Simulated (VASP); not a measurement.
A run of VASP 6.6.1 is set up as follows.

Contents of INCAR:

```
ALGO     = Normal         # electronic algorithm
EDIFF    = 1E-6           # SCF threshold, eV
ENCUT    = 500            # plane-wave cutoff, eV
GGA      = PS             # functional
GGA_COMPAT= False        
ISIF     = 2              # what is computed and relaxed
ISMEAR   = 0              # smearing method
LASPH    = True           # aspherical terms in the spheres
LCHARG   = True           # write CHGCAR
LELF     = True           # ELF
LREAL    = False          # projectors in reciprocal space
LVHAR    = True         
LWAVE    = False          # write WAVECAR
NBANDS   = 11             # bands
NELM     = 120            # most SCF steps
PREC     = Accurate       # precision mode
SIGMA    = 0.02           # smearing width, eV
```

Contents of KPOINTS:

```
k-points
0
Gamma
  9 9 9
```

File POSCAR:

```
Si
1.0
    0.0414401690      2.7504469544      2.7504469544
    2.7504469544      0.0414401690      2.7504469544
    2.7504469544      2.7504469544      0.0414401690
Si
2
Direct
    0.0009418234      0.0009418234      0.0009418234
    0.2490581766      0.2490581766      0.2490581766
```

Potentials or basis: VASP PAW PBE potentials, release 64 (Si).

Run with:

```console
$ cat potpaw_PBE.64/Si/POTCAR > POTCAR
$ mpirun -np 1 vasp_std > vasp.out
```

(1) What does it give for the pressure?

(2) Estimate the band gap on the k mesh.

Answers

(1) -1.2 GPa.

(2) 0.40 eV (least direct gap 2.19 eV).

Caveat: the cell differs from its parent crystal (strained cell); the PAW data sets were made with another functional, which shifts forces and pressure a little.
